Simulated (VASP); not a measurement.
Here is a VASP 6.6.1 calculation.

INCAR

```
SYSTEM = Cu
PREC = Accurate ; ENCUT = 600
EDIFF = 1E-6 ; ISMEAR = 0
SIGMA = 0.1 ; LREAL = .FALSE.
LASPH = .TRUE. ; NELM = 80
ALGO = Fast ; ISIF = 3
LWAVE = .FALSE. ; LCHARG = .FALSE.
GGA = PE ; IBRION = 2
NSW = 70 ; EDIFFG = -0.008
PSTRESS = -30.0
```

File KPOINTS:

```
regular mesh
0
G
  18 18 6
  0 0 0
```

The input POSCAR:

```
Cu
1.0
    2.5913764124      0.0000000000      0.0000000000
   -1.2956882062      2.2441978039      0.0000000000
    0.0000000000      0.0000000000      8.4660606911
Cu
4
Direct
    0.0000000000      0.0000000000      0.0000000000
    0.3333333333      0.6666666667      0.2500000000
    0.0000000000      0.0000000000      0.5000000000
    0.6666666667      0.3333333333      0.7500000000
```

Potentials or basis: VASP PAW PBE potentials, release 64 (Cu).

Run with:

```bash
$ cat potpaw_PBE.64/Cu/POTCAR > POTCAR
$ mpirun -np 1 vasp_std > vasp.out
```

Question: Predict the space group after relaxing (to 0.05 Å).

Answer: P6_3/mmc (No. 194).

Question: Estimate the relaxed cell.

Answer: a = 2.591 Å, b = 2.591 Å, c = 8.464 Å, α = 90.00°, β = 90.00°, γ = 120.00°.

Final structure:
```
Cu
1.0
     2.59072    0.00000    0.00000
    -1.29536    2.24363    0.00000
     0.00000    0.00000    8.46367
Cu
4
Direct
  0.00000 0.00000 0.00000
  0.33333 0.66667 0.25000
  0.00000 0.00000 0.50000
  0.66667 0.33333 0.75000
```
